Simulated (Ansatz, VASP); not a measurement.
Sn: VASP beside Ansatz

```
Sn
1.0
     0.03246    3.26183    3.26183
     3.26183    0.03246    3.26183
     3.26183    3.26183    0.03246
Sn
2
Direct
  0.50000 0.50000 0.50000
  0.75000 0.75000 0.75000
```

Change from the starting cell: equal xy, yz and zx shear strains of +1 %.

Alike in both runs: task single point; functional PBEsol; k mesh 11 × 11 × 11; occupations fermi-dirac, width 0.05 eV; no spin polarisation.

```csv
,VASP,Ansatz
version,VASP 6.6.1,Ansatz 0.2.0
potentials or method,"VASP PAW PBE potentials, release 64 (Sn_d), cutoff 520 eV","all-electron LAPW, scalar-relativistic"
```

|  | VASP | Ansatz | Ansatz less VASP |
| --- | --- | --- | --- |
| pressure (GPa) | 1.0 | 1.0 | +0.06 |
| traceless stress, the component that is largest in VASP (GPa) | -0.50 | -0.50 | 0.000 |
| rms of the force components (eV/Å) | 0.088 | 0.088 | +0.0002 |

VASP's potentials were made for PBE, not for PBEsol. Atom by atom the forces differ by 0.000 eV/Å (rms over components). Ansatz ran all-electron here, and VASP with PAW potentials.
